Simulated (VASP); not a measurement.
# C (Fd-3m) in VASP: further runs

The runs below take C through single point, with B3LYP+D3(BJ), BLYP+D3(BJ), revPBE.

All numbers are computed with VASP 6.6.1; they aren't measurements. Logs are shortened: lines on timing, memory, paths and dates and some standing lists are left out, and cuts for length are marked.

## Step 1: The cell of the first run

It takes space group Fd-3m (No. 227, cubic). The conventional cell has a = 3.567 Å, b = 3.567 Å, c = 3.567 Å, α = 90.00°, β = 90.00°, γ = 90.00°. Within 2.1 Å of C (site symmetry -43m) lie 4 C at 1.54 Å.

## Step 2: Single point, B3LYP+D3(BJ)

POSCAR

```
C
1.0
    0.0000000000      1.7833700000      1.7833700000
    1.7833700000      0.0000000000      1.7833700000
    1.7833700000      1.7833700000      0.0000000000
C
2
Direct
    0.7500000000      0.7500000000      0.7500000000
    0.5000000000      0.5000000000      0.5000000000
```

INCAR.step1

```
SYSTEM = C
PREC = Accurate
ENCUT = 520
EDIFF = 1E-5
ISMEAR = -1
SIGMA = 0.05
LREAL = .False.
LASPH = .True.
NELM = 60
ALGO = Normal
ISIF = 2
LWAVE = .True.
LCHARG = .False.
GGA = PE
NBANDS = 11
```

INCAR.step2

```
SYSTEM = C
PREC = Accurate
ENCUT = 520
EDIFF = 1E-6
ISMEAR = -1
SIGMA = 0.05
LREAL = .False.
LASPH = .True.
NELM = 60
ALGO = Normal
ISIF = 2
LWAVE = .False.
LCHARG = .False.
GGA = B3
LHFCALC = .True.
AEXX = 0.2
AGGAX = 0.72
AGGAC = 0.81
ALDAC = 0.19
PRECFOCK = Normal
IVDW = 12
ISTART = 1
NBANDS = 11
```

KPOINTS

```
Automatic mesh
0
Gamma
  7 7 7
  0 0 0
```

Potentials or basis: VASP PAW PBE potentials, release 64 (C).

Run with:

```sh
$ cat potpaw_PBE.64/C/POTCAR > POTCAR
$ cp INCAR.step1 INCAR
$ mpirun -np 1 vasp_std > vasp.out
$ cp INCAR.step2 INCAR
$ mpirun -np 1 vasp_std > vasp.out
```

OUTCAR:

```text
SYSTEM = C
   PREC = Accurate
   ENCUT = 520
   EDIFF = 1E-6
   ISMEAR = -1
   LREAL = .False.
   LASPH = .True.
   NELM = 60
   ISIF = 2
   GGA = B3
   LHFCALC = .True.
   AEXX = 0.2
   PRECFOCK = Normal
   IVDW = 12
   ISTART = 1
 IVDW          = 12

 ion  position               nearest neighbor table
   1  0.750  0.750  0.750-   2 1.54   2 1.54   2 1.54   2 1.54
   2  0.500  0.500  0.500-   1 1.54   1 1.54   1 1.54   1 1.54

  LATTYP: Found a face centered cubic cell.
 ALAT       =     3.5667400000

  Lattice vectors:

 A1 = (   0.0000000000,   1.7833700000,   1.7833700000)
 A2 = (   1.7833700000,   0.0000000000,   1.7833700000)
 A3 = (   1.7833700000,   1.7833700000,   0.0000000000)

Analysis of symmetry for initial positions (statically):
=====================================================================
 Subroutine PRICEL returns:
 Original cell was already a primitive cell.

 Routine SETGRP: Setting up the symmetry group for a
 face centered cubic supercell.

 Subroutine GETGRP returns: Found 48 space group operations
 (whereof 24 operations were pure point group operations)
 out of a pool of 48 trial point group operations.

The static configuration has the point symmetry T_d .
 The point group associated with its full space group is O_h .

Analysis of symmetry for dynamics (positions and initial velocities):
=====================================================================
 Subroutine PRICEL returns:
 Original cell was already a primitive cell.

 Routine SETGRP: Setting up the symmetry group for a
 face centered cubic supercell.

 Subroutine GETGRP returns: Found 48 space group operations
 (whereof 24 operations were pure point group operations)
 out of a pool of 48 trial point group operations.

The dynamic configuration has the point symmetry T_d .
 The point group associated with its full space group is O_h .

 Subroutine INISYM returns: Found 48 space group operations
 (whereof 24 operations are pure point group operations),
 and found     1 'primitive' translations

----------------------------------------------------------------------------------------

                                     Primitive cell

  volume of cell :      11.3437

  direct lattice vectors                    reciprocal lattice vectors
     0.000000000  1.783370000  1.783370000    -0.280368067  0.280368067  0.280368067
     1.783370000  0.000000000  1.783370000     0.280368067 -0.280368067  0.280368067
     1.783370000  1.783370000  0.000000000     0.280368067  0.280368067 -0.280368067

  length of vectors
     2.522066041  2.522066041  2.522066041     0.485611737  0.485611737  0.485611737

  position of ions in fractional coordinates (direct lattice)
     0.750000000  0.750000000  0.750000000
     0.500000000  0.500000000  0.500000000

  ion indices of the primitive-cell ions
   primitive index   ion index
                 1           1
                 2           2

----------------------------------------------------------------------------------------

 KPOINTS: Automatic mesh

Automatic generation of k-mesh.
 Grid dimensions read from file:
 generate k-points for:    7    7    7

 Generating k-lattice:

  Cartesian coordinates                     Fractional coordinates (reciprocal lattice)
    -0.040052581  0.040052581  0.040052581     0.142857143  0.000000000  0.000000000
     0.040052581 -0.040052581  0.040052581     0.000000000  0.142857143  0.000000000
     0.040052581  0.040052581 -0.040052581     0.000000000  0.000000000  0.142857143

  Length of vectors
     0.069373105  0.069373105  0.069373105

  Shift w.r.t. Gamma in fractional coordinates (k-lattice)
     0.000000000  0.000000000  0.000000000

 Subroutine IBZKPT returns following result:
 ===========================================

 Found     20 irreducible k-points:

 Following reciprocal coordinates:
            Coordinates               Weight
  0.000000  0.000000  0.000000      1.000000
  0.142857  0.000000  0.000000      8.000000
  0.285714  0.000000  0.000000      8.000000
  0.428571  0.000000  0.000000      8.000000
  0.142857  0.142857  0.000000      6.000000
  0.285714  0.142857  0.000000     24.000000
[... 12 lines left out ...]
 -0.428571  0.428571  0.142857     24.000000
 -0.285714  0.428571  0.142857     24.000000
   k-points           NKPTS =     20   k-points in BZ     NKDIM =    343   number of bands    NBANDS=     11
   number of dos      NEDOS =    301   number of ions     NIONS =      2
   total plane-waves  NPLWV =   8000
   dimension x,y,z NGX =    20 NGY =   20 NGZ =   20
   dimension x,y,z NGXF=    40 NGYF=   40 NGZF=   40
   ions per type =               2
   NGX,Y,Z   is equivalent  to a cutoff of  13.18, 13.18, 13.18 a.u.
   NGXF,Y,Z  is equivalent  to a cutoff of  26.37, 26.37, 26.37 a.u.
 SYSTEM =  C
   PREC   = accura    normal or accurate (medium, high low for compatibility)
   ISTART =      1    job   : 0-new  1-cont  2-samecut
   ICHARG =      0    charge: 1-file 2-atom 10-const
   ISPIN  =      1    spin polarized calculation?
   LNONCOLLINEAR =      F non collinear calculations
   LSORBIT =      F    spin-orbit coupling
   LASPH  =      T    aspherical Exc in radial PAW
   ENCUT  =  520.0 eV  38.22 Ry    6.18 a.u.   4.69  4.69  4.69*2*pi/ulx,y,z
   NELM   =     60;   NELMIN=  2; NELMDL=  0     # of ELM steps
   EDIFF  = 0.1E-05   stopping-criterion for ELM
   LREAL  =      F    real-space projection
   EDIFFG = 0.1E-04   stopping-criterion for IOM
   NSW    =      0    number of steps for IOM
   IBRION =     -1    ionic relax: 0-MD 1-quasi-New 2-CG
   NFREE  =      0    steps in history (QN), initial steepest desc. (CG)
   ISIF   =      2    stress and relaxation
   ISYM   =      3    0-nonsym 1-usesym 2-fastsym
   POTIM  = 0.5000    time-step for ionic-motion
   TEBEG  =    0.0;   TEEND  =   0.0 temperature during run
   PSTRESS=    0.0 pullay stress
   NELECT =       8.0000    total number of electrons
   NUPDOWN=      -1.0000    fix difference up-down
   EMIN   =  10.00;   EMAX   =-10.00  energy-range for DOS
   EFERMI =   0.00;   METHOD = LEGACY
   ISMEAR =    -1;   SIGMA  =   0.05  broadening in eV -4-tet -1-fermi 0-gaus
   EFERMI_NEDOS =   21; number of points for ismear=-14 and -15
   IALGO  =     38    algorithm
   IMIX   =      1    mixing-type and parameters
     AMIX     =   0.40;   BMIX     =  1.00
     AMIX_MAG =   1.60;   BMIX_MAG =  1.00
  volume/ion in A,a.u.               =       5.67        38.28
  Fermi-wavevector in a.u.,A,eV,Ry     =   1.457203  2.753714 28.891161  2.123440
  Thomas-Fermi vector in A             =   2.574032
   LORBIT       =      0    0 simple, 1 ext, 2 COOP (PROOUT), +10 PAW based schemes
   GGA     = B3    functional components
   LHFCALC =     T    Hartree Fock is set to
   PRECFOCK=normal    Normal, Fast or Accurate (Low or Medium for compatibility)
   ENCUT4O =  -1.0   cutoff for four orbital integrals eV
   NKREDX  =     1    reduce k-point grid by
   NKREDY  =     1    reduce k-point grid by
   NKREDZ  =     1    reduce k-point grid by
   AEXX    =    0.2000 exact exchange contribution
   HFSCREEN=    0.0000 screening length (either q_TF or 0.3 A-1)
   HFSCREENC=   0.0000 screening length for correlation (either q_TF or 0.3 A-1)
   ENCUTFOCK=  -1.0 apply spherical cutoff to Coloumb kernel
   IVDW    =    12    specifies the selected vdW correction
   LEPSILON=     F    determine dielectric tensor
   LRPA    =     F    only Hartree local field effects (RPA)
 non-spin polarized calculation
  energy-cutoff  :      520.00
  volume of cell :       11.34
 maximum number of plane-waves:       314
  NGX = 16; NGY = 16; NGZ = 16

 number of electron       7.9999999 magnetization

 Free energy of the ion-electron system (eV)
  ---------------------------------------------------
  ext. energy  EPLUGINS =         0.00000000
  ---------------------------------------------------
  free energy    TOTEN  =       -20.14473516 eV

  energy without entropy =      -20.14473516  energy(sigma->0) =      -20.14473516

 E-fermi :   9.9944     XC(G=0): -10.4973

 val. band max:        8.9986488199   @ k =   0.0000   0.0000   0.0000
 cond. band min:      15.1438188072   @ k =   0.2857   0.2857   0.0000
 fundamental gap:      6.1451699874
 Fermi energy:         9.9943668405

 k-point     1 :       0.0000    0.0000    0.0000
  band No.  band energies     occupation
      1     -13.8656      2.00000
      2       8.9986      2.00000
      3       8.9986      2.00000
      4       8.9986      2.00000
      5      16.4625      0.00000
      6      16.4625      0.00000
      7      16.4625      0.00000
      8      24.6531      0.00000
      9      30.6777      0.00000
     10      37.9599      0.00000
     11      37.9599      0.00000

 k-point     2 :       0.1429    0.0000    0.0000
  band No.  band energies     occupation
      1     -13.2690      2.00000
      2       5.8963      2.00000
      3       8.1654      2.00000
      4       8.1654      2.00000
      5      17.5721      0.00000
      6      17.5721      0.00000
      7      18.0094      0.00000
      8      25.1493      0.00000
      9      31.5120      0.00000
     10      34.5509      0.00000
     11      34.5509      0.00000

 k-point     3 :       0.2857    0.0000    0.0000
  band No.  band energies     occupation
      1     -11.5061      2.00000
      2       0.7427      2.00000
      3       6.8759      2.00000
      4       6.8759      2.00000
      5      19.0682      0.00000
      6      19.0682      0.00000
      7      19.3526      0.00000
      8      26.3213      0.00000
      9      32.2527      0.00000
     10      34.0030      0.00000
     11      34.0030      0.00000

 k-point     4 :       0.4286    0.0000    0.0000
  band No.  band energies     occupation
      1      -8.7804      2.00000
      2      -3.9196      2.00000
      3       6.1212      2.00000
      4       6.1212      2.00000
      5      19.5049      0.00000
      6      19.5049      0.00000
      7      19.8308      0.00000
      8      27.0695      0.00000
      9      33.0151      0.00000
     10      36.1542      0.00000
     11      36.6170      0.00000

 k-point     5 :       0.1429    0.1429    0.0000
  band No.  band energies     occupation
      1     -13.0704      2.00000
      2       6.8448      2.00000
      3       6.8448      2.00000
      4       7.1776      2.00000
      5      15.9384      0.00000
      6      19.2926      0.00000
      7      19.2926      0.00000
      8      24.4328      0.00000
      9      31.6017      0.00000
     10      31.9265      0.00000
     11      38.9466      0.00000
[... 155 lines left out ...]
 k-point    17 :       0.4286    0.2857    0.1429
  band No.  band energies     occupation
      1      -9.9674      2.00000
      2       0.9978      2.00000
      3       2.3620      2.00000
      4       5.1268      2.00000
      5      17.9719      0.00000
      6      21.2989      0.00000
      7      22.6215      0.00000
      8      23.9615      0.00000
      9      32.6954      0.00000
     10      32.9156      0.00000
     11      37.8613      0.00000

 k-point    18 :      -0.4286    0.2857    0.1429
  band No.  band energies     occupation
      1      -7.3267      2.00000
      2      -2.6976      2.00000
      3       1.6067      2.00000
      4       3.7800      2.00000
      5      19.4342      0.00000
      6      20.8185      0.00000
      7      24.2397      0.00000
      8      25.6149      0.00000
      9      30.2219      0.00000
     10      34.6904      0.00000
     11      38.2118      0.00000

 k-point    19 :      -0.4286    0.4286    0.1429
  band No.  band energies     occupation
      1      -6.3307      2.00000
      2      -2.1500      2.00000
      3       1.0595      2.00000
      4       1.7698      2.00000
      5      17.9981      0.00000
      6      19.2739      0.00000
      7      25.0299      0.00000
      8      27.1814      0.00000
      9      32.6905      0.00000
     10      34.0197      0.00000
     11      41.4691      0.00000

 k-point    20 :      -0.2857    0.4286    0.1429
  band No.  band energies     occupation
      1      -4.9575      2.00000
      2      -3.1472      2.00000
      3      -0.5673      2.00000
      4       2.0863      2.00000
      5      19.1928      0.00000
      6      22.9645      0.00000
      7      24.1022      0.00000
      8      24.9661      0.00000
      9      30.6670      0.00000
     10      34.4168      0.00000
     11      39.3598      0.00000

------------------------ aborting loop because EDIFF is reached ----------------------------------------

 Edisp (eV)   -0.61641

 E8    (eV) :    -0.3204

  FORCE on cell =-STRESS in cart. coord.  units (eV):
  Direction    XX          YY          ZZ          XY          YZ          ZX
  --------------------------------------------------------------------------------------
  -------------------------------------------------------------------------------------
  Total      -0.51462    -0.51462    -0.51462     0.00000     0.00000    -0.00000
  in kB     -72.68464   -72.68464   -72.68464     0.00000     0.00000    -0.00000
  external pressure =      -72.68 kB  Pullay stress =        0.00 kB

 VOLUME and BASIS-vectors are now :
 -----------------------------------------------------------------------------
  energy-cutoff  :      520.00
  volume of cell :       11.34
      direct lattice vectors                 reciprocal lattice vectors
     0.000000000  1.783370000  1.783370000    -0.280368067  0.280368067  0.280368067
     1.783370000  0.000000000  1.783370000     0.280368067 -0.280368067  0.280368067
     1.783370000  1.783370000  0.000000000     0.280368067  0.280368067 -0.280368067

 POSITION                                       TOTAL-FORCE (eV/Angst)
 -----------------------------------------------------------------------------------
      2.67505      2.67505      2.67505        -0.000000     -0.000000     -0.000000
      1.78337      1.78337      1.78337         0.000000      0.000000      0.000000
 -----------------------------------------------------------------------------------
    total drift:                                0.000000     -0.000000     -0.000000

  FREE ENERGIE OF THE ION-ELECTRON SYSTEM (eV)
  ---------------------------------------------------
  free  energy   TOTEN  =       -20.7611484070 eV

  energy  without entropy=      -20.7611484069  energy(sigma->0) =      -20.76114841
```

It took 7.3 min on 1 thread of Intel Xeon Platinum 8375C at 2.90GHz (Ice Lake), shared host; peak memory 0.14 GiB.

Results:

| Property | Result |
| --- | --- |
| Free energy | -20.7611 eV |
| Pressure | -7.3 GPa |
| Band gap on the k mesh | 6.15 eV, indirect (least direct gap 7.46 eV) |
| Dispersion energy per atom | -0.308 eV |

Caveat: the k points lie up to 0.44 Å⁻¹ apart; three body term missing; the PAW data sets were made with another functional, which shifts forces and pressure a little. A k mesh can miss the band edges.

## Step 3: Single point, BLYP+D3(BJ)

This run uses another cell than the first one, of 5.90 Å³/atom, 1.040 times its volume.

INCAR

```
SYSTEM = C
PREC = Accurate ; ENCUT = 520
EDIFF = 1E-6 ; ISMEAR = -1
SIGMA = 0.05 ; LREAL = .False.
LASPH = .True. ; NELM = 60
ALGO = Normal ; ISIF = 2
LWAVE = .False. ; LCHARG = .False.
GGA = B5 ; ALDAX = 1.0
AGGAX = 1.0 ; AGGAC = 1.0
ALDAC = 0.0 ; IVDW = 12
VDW_S6 = 1.0 ; VDW_S8 = 2.6996
VDW_A1 = 0.4298 ; VDW_A2 = 4.2359
NBANDS = 11
```

KPOINTS

```
Automatic mesh
0
Gamma
  13 13 13
  0 0 0
```

POSCAR

```
C
1.0
    0.0000000000      1.8068380860      1.8068380860
    1.8068380860      0.0000000000      1.8068380860
    1.8068380860      1.8068380860      0.0000000000
C
2
Direct
    0.7500000000      0.7500000000      0.7500000000
    0.5000000000      0.5000000000      0.5000000000
```

Potentials or basis: VASP PAW PBE potentials, release 64 (C).

Run with:

```sh
$ cat potpaw_PBE.64/C/POTCAR > POTCAR
$ mpirun -np 1 vasp_std > vasp.out
```

Wall time 12 s (1 thread of Intel Xeon 6975P-C, shared host); peak memory 0.14 GiB.

It converged, with:

* Free energy: -17.4380 eV
* Pressure: -14.2 GPa
* Band gap on the k mesh: 4.37 eV, indirect (least direct gap 5.63 eV)
* Dispersion energy per atom: -0.355 eV

Levels at points of the mesh, in eV from the valence-band top:
```
           k point  band 2  band 3  band 4  band 5  band 6  band 7
(0.00, 0.00, 0.00)    0.00    0.00    0.00    5.63    5.63    5.63
```

Caveat: the PAW data sets were made with another functional, which shifts forces and pressure a little. A k mesh can miss the band edges.

## Step 4: Single point, revPBE

This run uses another cell than the first one, of 6.01 Å³/atom, 1.060 times its volume.

INCAR

```
SYSTEM = C
PREC     = Accurate       ! precision mode
ENCUT    = 520            ! plane-wave cutoff, eV
EDIFF    = 1E-7           ! SCF threshold, eV
ISMEAR   = -1             ! smearing method
SIGMA    = 0.05           ! smearing width, eV
LREAL    = .FALSE.        ! projectors in reciprocal space
LASPH    = .TRUE.         ! aspherical terms in the spheres
NELM     = 100            ! most SCF steps
ALGO     = Normal         ! electronic algorithm
ISIF     = 2              ! what is computed and relaxed
LWAVE    = .FALSE.        ! write WAVECAR
LCHARG   = .FALSE.        ! write CHGCAR
GGA      = RE             ! functional
NBANDS   = 11             ! bands
```

KPOINTS

```
Automatic mesh
0
G
  13 13 13
  0 0 0
```

POSCAR

```
C
1.0
    0.0000000000      1.8183469191      1.8183469191
    1.8183469191      0.0000000000      1.8183469191
    1.8183469191      1.8183469191      0.0000000000
C
2
Direct
    0.7500000000      0.7500000000      0.7500000000
    0.5000000000      0.5000000000      0.5000000000
```

Run with:

```sh
$ cat potpaw_PBE.64/C/POTCAR > POTCAR
$ mpirun -np 1 vasp_std > vasp.out
```

Run time: 9.5 s. Hardware: 1 thread of Intel Xeon 6975P-C, shared host; peak memory 0.12 GiB.

It converged, with:

- Free energy: -17.3545 eV
- Pressure: -16.5 GPa
- Band gap on the k mesh: 4.01 eV, indirect (least direct gap 5.43 eV)

Levels at points of the mesh, in eV from the valence-band top:
```
           k point  band 1  band 2  band 3  band 4  band 5  band 6  band 7  band 8  band 9
(0.00, 0.00, 0.00)  -20.77    0.00    0.00    0.00    5.43    5.43    5.43   11.98   18.66
```

Caveat: the PAW data sets were made with another functional, which shifts forces and pressure a little.

## Step 5: The runs side by side

```tsv
level	cell	k mesh	grid for exact exchange (PRECFOCK)	gap on the mesh (eV)	pressure (GPa)
B3LYP+D3(BJ)	a = 2.522 Å, angles 60.0°, 2 atoms	7 × 7 × 7	Normal	6.15	-7.3
BLYP+D3(BJ)	a = 2.555 Å, angles 60.0°, 2 atoms	13 × 13 × 13	-	4.37	-14.2
revPBE	a = 2.572 Å, angles 60.0°, 2 atoms	13 × 13 × 13	-	4.01	-16.5
```

Alike in all rows: task single point; potentials or basis VASP PAW PBE potentials, release 64 (C); no spin polarisation; cutoff (eV) 520; smearing fermi-dirac 0.05 eV.

Caveats: some runs use coarse meshes; the PAW data sets were made with another functional, which shifts forces and pressure a little; three body term missing (some runs).

Absolute energies hang on the potentials; compare differences alone.
